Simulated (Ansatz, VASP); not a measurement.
## Two plane-wave programs on Ga2SnO2

```
CELL_PARAMETERS angstrom
-2.04473 2.59669 3.97903
2.04473 -2.59669 3.97903
2.04473 2.59669 -3.97903
ATOMIC_POSITIONS crystal
Ga 0.29815 0.79815 0.50000
Ga 0.70185 0.20185 0.50000
Sn 0.00000 0.00000 0.00000
O 0.73281 0.50000 0.23281
O 0.26719 0.50000 0.76719
```

Change from the starting cell: species swapped into the Ho2GaNi2 type (Immm, No. 71).

Alike in both runs: task relaxation of cell and atoms; functional PBE; k mesh 6 × 6 × 6; occupations gaussian, width 0.1 eV; no spin polarisation.

```csv
,VASP,Ansatz
version,VASP 6.6.1,Ansatz 0.2.0
potentials or method,"VASP PAW PBE potentials, release 64 (Ga_d, Sn_d, O), cutoff 600 eV","scalar-relativistic, plane waves, PAW"
valence electrons in the cell,52,52
```

|  | VASP | Ansatz | Ansatz less VASP |
| --- | --- | --- | --- |
| gap on the k mesh at the Fermi level, each at its own relaxed structure (eV) | none | none | - |
| relaxed volume (Å³/atom) | 16.45 | 16.58 | +0.124 |
| relaxed cell length with the largest relative difference (Å) | 5.594 | 5.613 | +0.0187 |

A gap of «none» marks a metal or a gap that the smearing closes.
